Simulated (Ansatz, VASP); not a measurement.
# One calculation of Al, two programs

The input INCAR:

```
SYSTEM = Al
PREC = Accurate
ENCUT = 520
EDIFF = 1E-6
ISMEAR = 0
SIGMA = 0.15
LREAL = .False.
LASPH = .True.
NELM = 80
ALGO = Fast
ISIF = 2
LWAVE = .False.
LCHARG = .True.
GGA = PS
IVDW = 12
LELF = .True.
LVHAR = .True.
NBANDS = 8
```

File KPOINTS:

```
Automatic mesh
0
Gamma
  22 22 22
  0 0 0
```

Contents of POSCAR:

```
Al
1.0
    0.0000000000      1.9606887411      2.1567576152
    1.9606887411      0.0000000000      2.1567576152
    1.9606887411      1.9606887411      0.0000000000
Al
1
Direct
    0.0000000000      0.0000000000      0.0000000000
```

Input for Ansatz:

```yaml
crystal:
  lattice:
    - [0.0, 1.9606887411, 2.1567576152]
    - [1.9606887411, 0.0, 2.1567576152]
    - [1.9606887411, 1.9606887411, 0.0]
  atoms:
    - { symbol: Al, position: [0.0, 0.0, 0.0] }
basis:
  ecutwfc: 420
kpoints:
  mp_grid: { grid: [22, 22, 22] }
hamiltonian:
  xc: pbesol
  dispersion: d3bj
scf:
  occupations: { method: gaussian, width: 0.15 }
output:
  forces: true
  stress: true
  eigenvalues: true
```

Alike in both runs: task single point; functional PBEsol; dispersion D3(BJ); k mesh 22 × 22 × 22; occupations gaussian, width 0.15 eV; no spin polarisation.

|  | VASP | Ansatz |
| --- | --- | --- |
| version | VASP 6.6.1 | Ansatz 0.2.0 |
| potentials or method | VASP PAW PBE potentials, release 64 (Al), cutoff 520 eV | scalar-relativistic, plane waves, PAW |
| valence electrons in the cell | 3 | 3 |

Ansatz gave:

```
gap on the k mesh at the Fermi level (eV)                     : none
pressure (GPa)                                                : -4.4
traceless stress, the component that is largest in VASP (GPa) : -3.46
```

Problem. Which values does VASP return?

Solution. gap on the k mesh at the Fermi level (eV): none; pressure (GPa): -4.3; traceless stress, the component that is largest in VASP (GPa): -3.48.

VASP's potentials were made for PBE, not for PBEsol. A gap of «none» marks a metal or a gap that the smearing closes.
